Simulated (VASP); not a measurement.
Input of a VASP 6.6.1 run:

INCAR

```
PREC = Accurate
ENCUT = 500
EDIFF = 1E-6
ISMEAR = 0
SIGMA = 0.01
LREAL = F
LASPH = T
NELM = 200
ALGO = Normal
ISIF = 2
LWAVE = F
LCHARG = F
MAGMOM = 0 0 0 0 0 0
LORBIT = 11
LSORBIT = T
GGA_COMPAT = F
LORBMOM = T
GGA = PE
NBANDS = 32
```

File KPOINTS:

```
regular mesh
0
Gamma
  6 6 6
```

POSCAR

```
TlCl
1.0
    3.8388256287      0.0000000000      0.0000000000
    0.0000000000      3.8388256287      0.0000000000
    0.0000000000      0.0000000000      3.8388256287
Tl Cl
1 1
Direct
    0.0000000000      0.0000000000      0.0000000000
    0.5000000000      0.5000000000      0.5000000000
```

Potentials or basis: VASP PAW PBE potentials, release 64 (Tl_d, Cl).

Launch:

```console
$ cat potpaw_PBE.64/Tl_d/POTCAR potpaw_PBE.64/Cl/POTCAR > POTCAR
$ mpirun -np 1 vasp_ncl > vasp.out
```

Task: Estimate the pressure.

Result: 1.0 GPa.

Task: Predict the net moment.

Result: 0.00 μB per cell.

Moments on the atoms (μB; x, y, z):
```
Tl  0.00 0.00 0.00
Cl  0.00 0.00 0.00
```
